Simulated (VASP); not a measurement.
# Ni3O (Fm-3m) in VASP: further runs

Runs on Ni3O. Level: PBE. Tasks: single point.

Program: VASP 6.6.1. These are calculated values, not measurements. Logs are shortened: lines on timing, memory, paths and dates and some standing lists are left out, and cuts for length are marked.

### Step 1. The cell of the first run

It takes space group Fm-3m (No. 225, cubic). Conventional cell: a = 5.074 Å, b = 5.074 Å, c = 5.074 Å, α = 90.00°, β = 90.00°, γ = 90.00°. Ni (site symmetry -43m) has 10 Ni at 2.20 to 2.54 Å and 4 O at 2.20 Å within 2.9 Å. Ni (site symmetry m-3m) has 8 Ni at 2.20 Å and 6 O at 2.54 Å within 2.9 Å. O (site symmetry m-3m) has 14 Ni at 2.20 to 2.54 Å within 2.9 Å.

### Step 2. Single point, PBE, collinear spin, ferromagnetic start

Contents of INCAR:

```
SYSTEM = Ni3O
PREC = Accurate
ENCUT = 520
EDIFF = 1E-7
ISMEAR = 0
SIGMA = 0.1
LREAL = .FALSE.
LASPH = .TRUE.
NELM = 150
ALGO = Normal
ISIF = 2
LWAVE = .FALSE.
LCHARG = .FALSE.
ISPIN = 2
MAGMOM = 2 2 2 0
LORBIT = 11
LMAXMIX = 4
GGA = PE
NBANDS = 30
```

Contents of KPOINTS:

```
Automatic mesh
0
G
  6 6 6
  0 0 0
```

Contents of POSCAR:

```
Ni3O
1.0
    0.0000000000      2.5372305500      2.5372305500
    2.5372305500      0.0000000000      2.5372305500
    2.5372305500      2.5372305500      0.0000000000
Ni O
3 1
Direct
    0.2500000000      0.2500000000      0.2500000000
    0.7500000000      0.7500000000      0.7500000000
    0.5000000000      0.5000000000      0.5000000000
    0.0000000000      0.0000000000      0.0000000000
```

Potentials or basis: VASP PAW PBE potentials, release 64 (Ni, O).

The run is started by

```sh
$ cat potpaw_PBE.64/Ni/POTCAR potpaw_PBE.64/O/POTCAR > POTCAR
$ mpirun -np 1 vasp_std > vasp.out
```

OUTCAR:

```text
SYSTEM = Ni3O
   PREC = Accurate
   ENCUT = 520
   EDIFF = 1E-7
   ISMEAR = 0
   LREAL = .FALSE.
   LASPH = .TRUE.
   NELM = 150
   ISIF = 2
   ISPIN = 2
   LORBIT = 11
   GGA = PE

 ion  position               nearest neighbor table
   1  0.250  0.250  0.250-   4 2.20   4 2.20   4 2.20   3 2.20   4 2.20   3 2.20   3 2.20   3 2.20
                             2 2.54   2 2.54   2 2.54   2 2.54   2 2.54   2 2.54
   2  0.750  0.750  0.750-   3 2.20   3 2.20   3 2.20   3 2.20   4 2.20   4 2.20   4 2.20   4 2.20
                             1 2.54   1 2.54   1 2.54   1 2.54   1 2.54   1 2.54
   3  0.500  0.500  0.500-   1 2.20   1 2.20   1 2.20   1 2.20   2 2.20   2 2.20   2 2.20   2 2.20

   4  0.000  0.000  0.000-   2 2.20   2 2.20   2 2.20   1 2.20   2 2.20   1 2.20   1 2.20   1 2.20

  LATTYP: Found a face centered cubic cell.
 ALAT       =     5.0744611000

  Lattice vectors:

 A1 = (   0.0000000000,   2.5372305500,   2.5372305500)
 A2 = (   2.5372305500,   0.0000000000,   2.5372305500)
 A3 = (   2.5372305500,   2.5372305500,   0.0000000000)

Analysis of symmetry for initial positions (statically):
=====================================================================
 Subroutine PRICEL returns:
 Original cell was already a primitive cell.

 Routine SETGRP: Setting up the symmetry group for a
 face centered cubic supercell.

 Subroutine GETGRP returns: Found 48 space group operations
 (whereof 48 operations were pure point group operations)
 out of a pool of 48 trial point group operations.

The static configuration has the point symmetry O_h .

Analysis of symmetry for dynamics (positions and initial velocities):
=====================================================================
 Subroutine PRICEL returns:
 Original cell was already a primitive cell.

 Routine SETGRP: Setting up the symmetry group for a
 face centered cubic supercell.

 Subroutine GETGRP returns: Found 48 space group operations
 (whereof 48 operations were pure point group operations)
 out of a pool of 48 trial point group operations.

The dynamic configuration has the point symmetry O_h .

Analysis of structural, dynamic, and magnetic symmetry:
=====================================================================
 Subroutine PRICEL returns:
 Original cell was already a primitive cell.

 Routine SETGRP: Setting up the symmetry group for a
 face centered cubic supercell.

 Subroutine GETGRP returns: Found 48 space group operations
 (whereof 48 operations were pure point group operations)
 out of a pool of 48 trial point group operations.

The overall configuration has the point symmetry O_h .

 Subroutine INISYM returns: Found 48 space group operations
 (whereof 48 operations are pure point group operations),
 and found     1 'primitive' translations

----------------------------------------------------------------------------------------

                                     Primitive cell

  volume of cell :      32.6670

  direct lattice vectors                    reciprocal lattice vectors
     0.000000000  2.537230550  2.537230550    -0.197065261  0.197065261  0.197065261
     2.537230550  0.000000000  2.537230550     0.197065261 -0.197065261  0.197065261
     2.537230550  2.537230550  0.000000000     0.197065261  0.197065261 -0.197065261

  length of vectors
     3.588185855  3.588185855  3.588185855     0.341327044  0.341327044  0.341327044

  position of ions in fractional coordinates (direct lattice)
     0.250000000  0.250000000  0.250000000
     0.750000000  0.750000000  0.750000000
     0.500000000  0.500000000  0.500000000
     0.000000000  0.000000000  0.000000000

  ion indices of the primitive-cell ions
   primitive index   ion index
                 1           1
                 2           2
                 3           3
                 4           4

----------------------------------------------------------------------------------------

 KPOINTS: Automatic mesh

Automatic generation of k-mesh.
 Grid dimensions read from file:
 generate k-points for:    6    6    6

 Generating k-lattice:

  Cartesian coordinates                     Fractional coordinates (reciprocal lattice)
    -0.032844210  0.032844210  0.032844210     0.166666667  0.000000000  0.000000000
     0.032844210 -0.032844210  0.032844210     0.000000000  0.166666667  0.000000000
     0.032844210  0.032844210 -0.032844210     0.000000000  0.000000000  0.166666667

  Length of vectors
     0.056887841  0.056887841  0.056887841

  Shift w.r.t. Gamma in fractional coordinates (k-lattice)
     0.000000000  0.000000000  0.000000000

 Subroutine IBZKPT returns following result:
 ===========================================

 Found     16 irreducible k-points:

 Following reciprocal coordinates:
            Coordinates               Weight
  0.000000  0.000000  0.000000      1.000000
  0.166667  0.000000  0.000000      8.000000
  0.333333  0.000000  0.000000      8.000000
  0.500000  0.000000  0.000000      4.000000
  0.166667  0.166667  0.000000      6.000000
  0.333333  0.166667  0.000000     24.000000
[... 8 lines left out ...]
 -0.333333  0.333333  0.166667     24.000000
 -0.333333  0.500000  0.166667     12.000000
   k-points           NKPTS =     16   k-points in BZ     NKDIM =     16   number of bands    NBANDS=     30
   number of dos      NEDOS =    301   number of ions     NIONS =      4
   total plane-waves  NPLWV =  21952
   dimension x,y,z NGX =    28 NGY =   28 NGZ =   28
   dimension x,y,z NGXF=    56 NGYF=   56 NGZF=   56
   ions per type =               3   1
   NGX,Y,Z   is equivalent  to a cutoff of  12.97, 12.97, 12.97 a.u.
   NGXF,Y,Z  is equivalent  to a cutoff of  25.95, 25.95, 25.95 a.u.
 SYSTEM =  Ni3O
   PREC   = accura    normal or accurate (medium, high low for compatibility)
   ISTART =      0    job   : 0-new  1-cont  2-samecut
   ICHARG =      2    charge: 1-file 2-atom 10-const
   ISPIN  =      2    spin polarized calculation?
   LNONCOLLINEAR =      F non collinear calculations
   LSORBIT =      F    spin-orbit coupling
   LASPH  =      T    aspherical Exc in radial PAW
   ENCUT  =  520.0 eV  38.22 Ry    6.18 a.u.   6.67  6.67  6.67*2*pi/ulx,y,z
   NELM   =    150;   NELMIN=  2; NELMDL= -5     # of ELM steps
   EDIFF  = 0.1E-06   stopping-criterion for ELM
   LREAL  =      F    real-space projection
   EDIFFG = 0.1E-05   stopping-criterion for IOM
   NSW    =      0    number of steps for IOM
   IBRION =     -1    ionic relax: 0-MD 1-quasi-New 2-CG
   NFREE  =      0    steps in history (QN), initial steepest desc. (CG)
   ISIF   =      2    stress and relaxation
   ISYM   =      2    0-nonsym 1-usesym 2-fastsym
   POTIM  = 0.5000    time-step for ionic-motion
   TEBEG  =    0.0;   TEEND  =   0.0 temperature during run
   PSTRESS=    0.0 pullay stress
   NELECT =      36.0000    total number of electrons
   NUPDOWN=      -1.0000    fix difference up-down
   EMIN   =  10.00;   EMAX   =-10.00  energy-range for DOS
   EFERMI =   0.00;   METHOD = LEGACY
   ISMEAR =     0;   SIGMA  =   0.10  broadening in eV -4-tet -1-fermi 0-gaus
   EFERMI_NEDOS =   21; number of points for ismear=-14 and -15
   IALGO  =     38    algorithm
   IMIX   =      4    mixing-type and parameters
     AMIX     =   0.40;   BMIX     =  1.00
     AMIX_MAG =   1.60;   BMIX_MAG =  1.00
  volume/ion in A,a.u.               =       8.17        55.11
  Fermi-wavevector in a.u.,A,eV,Ry     =   1.690982  3.195493 38.904787  2.859421
  Thomas-Fermi vector in A             =   2.772831
   LORBIT       =     11    0 simple, 1 ext, 2 COOP (PROOUT), +10 PAW based schemes
   GGA     = PE    functional components
   LHFCALC =     F    Hartree Fock is set to
   AEXX    =    0.0000 exact exchange contribution
   IVDW    =     0    specifies the selected vdW correction
   LEPSILON=     F    determine dielectric tensor
   LRPA    =     F    only Hartree local field effects (RPA)
 spin polarized calculation
 Gauss-broadening in eV      SIGMA  =   0.10
  energy-cutoff  :      520.00
  volume of cell :       32.67
 maximum number of plane-waves:       899
   NGX = 13   NGY = 13   NGZ = 13

 number of electron      35.9999965 magnetization       1.7891798

 Free energy of the ion-electron system (eV)
  ---------------------------------------------------
  ext. energy  EPLUGINS =         0.00000000
  ---------------------------------------------------
  free energy    TOTEN  =       -18.10579600 eV

  energy without entropy =      -18.08475998  energy(sigma->0) =      -18.09527799

 E-fermi :  11.8391     XC(G=0): -14.2693

 val. band max:       11.8177934228   @ k =   0.3333   0.3333   0.0000
 cond. band min:      11.8618963794   @ k =   0.5000   0.1667   0.0000
 fundamental gap:      0.0441029566
 Fermi energy:        11.8390633882

 spin component 1

 k-point     1 :       0.0000    0.0000    0.0000
  band No.  band energies     occupation
      1      -8.4331      1.00000
      2       5.0730      1.00000
      3       5.0730      1.00000
      4       5.0730      1.00000
      5       6.3065      1.00000
      6       6.8947      1.00000
[... 22 lines left out ...]
     29      29.2290      0.00000
     30      32.7049      0.00000

 k-point     2 :       0.1667    0.0000    0.0000
  band No.  band energies     occupation
      1      -8.3162      1.00000
      2       4.0899      1.00000
      3       5.0193      1.00000
      4       5.0193      1.00000
      5       7.2395      1.00000
      6       7.2395      1.00000
[... 22 lines left out ...]
     29      30.0527      0.00000
     30      31.8947      0.00000

 k-point     3 :       0.3333    0.0000    0.0000
  band No.  band energies     occupation
      1      -8.0763      1.00000
      2       3.2727      1.00000
      3       4.9777      1.00000
      4       4.9777      1.00000
      5       7.6856      1.00000
      6       7.6857      1.00000
[... 395 lines left out ...]
      6       7.7131      1.00000
[... 22 lines left out ...]
     29      30.8088      0.00000
     30      34.8300      0.00000

 k-point    16 :      -0.3333    0.5000    0.1667
  band No.  band energies     occupation
      1      -7.8564      1.00000
      2       3.7431      1.00000
      3       4.7237      1.00000
      4       5.2624      1.00000
      5       7.0381      1.00000
      6       7.5253      1.00000
[... 22 lines left out ...]
     29      34.2847      0.00000
     30      34.7350      0.00000
 Fermi energy:        11.8390633882

 spin component 2

 k-point     1 :       0.0000    0.0000    0.0000
  band No.  band energies     occupation
      1      -8.3248      1.00000
      2       5.3251      1.00000
      3       5.3251      1.00000
      4       5.3251      1.00000
      5       6.3448      1.00000
      6       7.1961      1.00000
[... 22 lines left out ...]
     29      29.3355      0.00000
     30      32.8339      0.00000

 k-point     2 :       0.1667    0.0000    0.0000
  band No.  band energies     occupation
      1      -8.2051      1.00000
      2       4.2255      1.00000
      3       5.2548      1.00000
      4       5.2548      1.00000
      5       7.5663      1.00000
      6       7.5663      1.00000
[... 22 lines left out ...]
     29      30.1711      0.00000
     30      32.0272      0.00000

 k-point     3 :       0.3333    0.0000    0.0000
  band No.  band energies     occupation
      1      -7.9590      1.00000
      2       3.3534      1.00000
      3       5.1836      1.00000
      4       5.1836      1.00000
      5       8.1929      1.00000
      6       8.1929      1.00000
[... 418 lines left out ...]
     29      30.9220      0.00000
     30      34.9039      0.00000

 k-point    16 :      -0.3333    0.5000    0.1667
  band No.  band energies     occupation
      1      -7.7326      1.00000
      2       3.8385      1.00000
      3       4.8588      1.00000
      4       5.3610      1.00000
      5       7.4146      1.00000
      6       7.9226      1.00000
[... 22 lines left out ...]
     29      34.2996      0.00000
     30      34.7665      0.00000

------------------------ aborting loop because EDIFF is reached ----------------------------------------

  FORCE on cell =-STRESS in cart. coord.  units (eV):
  Direction    XX          YY          ZZ          XY          YZ          ZX
  --------------------------------------------------------------------------------------
  -------------------------------------------------------------------------------------
  Total       14.5837959     14.5837959     14.5837959     -0.0000000     -0.0000000      0.0000000
  in kB      715.2722366    715.2722366    715.2722366     -0.0000000     -0.0000000      0.0000000
  external PRESSURE =     715.2722366 kB  Pullay stress =       0.0000000 kB

 VOLUME and BASIS-vectors are now :
 -----------------------------------------------------------------------------
  energy-cutoff  :      520.00
  volume of cell :       32.67
      direct lattice vectors                 reciprocal lattice vectors
     0.000000000  2.537230550  2.537230550    -0.197065261  0.197065261  0.197065261
     2.537230550  0.000000000  2.537230550     0.197065261 -0.197065261  0.197065261
     2.537230550  2.537230550  0.000000000     0.197065261  0.197065261 -0.197065261

 POSITION                                       TOTAL-FORCE (eV/Angst)
 -----------------------------------------------------------------------------------
      1.26862      1.26862      1.26862        -0.000000     -0.000000     -0.000000
      3.80585      3.80585      3.80585         0.000000      0.000000      0.000000
      2.53723      2.53723      2.53723         0.000000      0.000000      0.000000
      0.00000      0.00000      0.00000         0.000000      0.000000      0.000000
 -----------------------------------------------------------------------------------
    total drift:                                0.000000      0.000000      0.000000

  FREE ENERGIE OF THE ION-ELECTRON SYSTEM (eV)
  ---------------------------------------------------
  free  energy   TOTEN  =       -18.1057959979 eV

  energy  without entropy=      -18.0847599785  energy(sigma->0) =      -18.09527799

 total charge

# of ion       s       p       d       tot
------------------------------------------
    1        0.506   0.553   8.524   9.583
    2        0.506   0.553   8.524   9.583
    3        0.631   0.639   8.568   9.838
    4        1.623   3.271   0.000   4.894
--------------------------------------------------
tot          3.267   5.018  25.616  33.900

 magnetization (x)

# of ion       s       p       d       tot
------------------------------------------
    1       -0.008  -0.010   0.587   0.569
    2       -0.008  -0.010   0.587   0.569
    3       -0.017  -0.026   0.591   0.547
    4        0.002   0.067   0.000   0.069
--------------------------------------------------
tot         -0.030   0.020   1.764   1.753
```

It took 54 s on 1 thread of Intel Xeon Platinum 8259CL at 2.50GHz (Skylake/Cascade Lake), shared host; peak memory 0.17 GiB.

Results:

```
Free energy                                           : -18.1058 eV
Pressure                                              : 71.5 GPa
Net moment                                            : 1.79 μB per cell
Site moments                                          : Ni +0.57, +0.55; O +0.07 μB
Valence electrons inside the program's atomic spheres : Ni 9.58, 9.84; O 4.89
```

Levels at points of the mesh, in eV from the Fermi level:
Spin up:
| k point | band 17 | band 18 | band 19 | band 20 | band 21 | band 22 |
| --- | --- | --- | --- | --- | --- | --- |
| (0.00, 0.00, 0.00) | -0.84 | -0.84 | -0.61 | -0.61 | 8.61 | 8.61 |
| (0.50, 0.00, 0.00) | -0.98 | -0.98 | 0.17 | 0.17 | 3.09 | 7.02 |
| (0.50, 0.50, 0.00) | -0.66 | -0.56 | -0.56 | 1.61 | 4.02 | 6.45 |
Spin down:
```csv
k point,band 15,band 16,band 17,band 18,band 19,band 20
"(0.00, 0.00, 0.00)",-0.35,-0.28,-0.28,-0.28,-0.12,-0.12
"(0.50, 0.00, 0.00)",-1.02,-0.81,-0.50,-0.50,0.90,0.90
"(0.50, 0.50, 0.00)",-0.60,-0.58,-0.17,0.27,0.27,2.05
```

### Step 3. Single point, PBE, collinear spin, ferromagnetic start

This run uses another cell than the first one, of 10.49 Å³/atom, 1.284 times its volume.

Contents of INCAR:

```
PREC = Accurate
ENCUT = 520
EDIFF = 1E-6
ISMEAR = 0
SIGMA = 0.1
LREAL = False
LASPH = True
NELM = 150
ALGO = Normal
ISIF = 2
LWAVE = False
LCHARG = True
ISPIN = 2
MAGMOM = 2 2 2 0
LORBIT = 11
LMAXMIX = 4
GGA = PE
LELF = True
LVHAR = True
NBANDS = 30
```

Contents of KPOINTS:

```
regular mesh
0
Gamma
  6 6 6
```

Contents of POSCAR:

```
Ni3O
1.0
    0.0000000000      2.7577116571      2.7577116571
    2.7577116571      0.0000000000      2.7577116571
    2.7577116571      2.7577116571      0.0000000000
Ni O
3 1
Direct
    0.2500000000      0.2500000000      0.2500000000
    0.7500000000      0.7500000000      0.7500000000
    0.5000000000      0.5000000000      0.5000000000
    0.0000000000      0.0000000000      0.0000000000
```

Potentials or basis: VASP PAW PBE potentials, release 64 (Ni, O).

The run is started by

```sh
$ cat potpaw_PBE.64/Ni/POTCAR potpaw_PBE.64/O/POTCAR > POTCAR
$ mpirun -np 1 vasp_std > vasp.out
```

Run time: 61 s. Hardware: 1 thread of Intel Xeon Platinum 8259CL at 2.50GHz (Skylake/Cascade Lake), shared host; peak memory 0.2 GiB.

Results (log left out):

```yaml
Free_energy: -19.7672 eV
Pressure: -0.3 GPa
Net_moment: 2.89 μB per cell
Site_moments: Ni +0.93, +0.84; O +0.20 μB
Valence_electrons_inside_the_program's_atomic_spheres: Ni 9.10, 9.30; O 4.79
```

Levels at points of the mesh, in eV from the Fermi level:
Spin up:
```tsv
k point	band 18	band 19	band 20	band 21	band 22	band 23
(0.00, 0.00, 0.00)	-0.87	-0.82	-0.82	7.46	7.46	7.46
(0.50, 0.00, 0.00)	-1.03	-0.28	-0.28	2.07	5.97	5.97
(0.50, 0.50, 0.00)	-0.83	-0.83	0.83	2.92	5.29	5.29
```
Spin down:
```tsv
k point	band 13	band 14	band 15	band 16	band 17	band 18	band 19	band 20	band 21	band 22
(0.00, 0.00, 0.00)	-0.04	-0.04	-0.04	-0.03	-0.03	0.01	0.01	0.01	7.71	7.71
(0.50, 0.00, 0.00)	-0.78	-0.78	-0.68	-0.55	-0.28	-0.28	0.82	0.82	2.64	6.17
(0.50, 0.50, 0.00)	-0.93	-0.31	-0.30	-0.29	-0.06	0.38	0.38	1.50	3.23	5.50
```
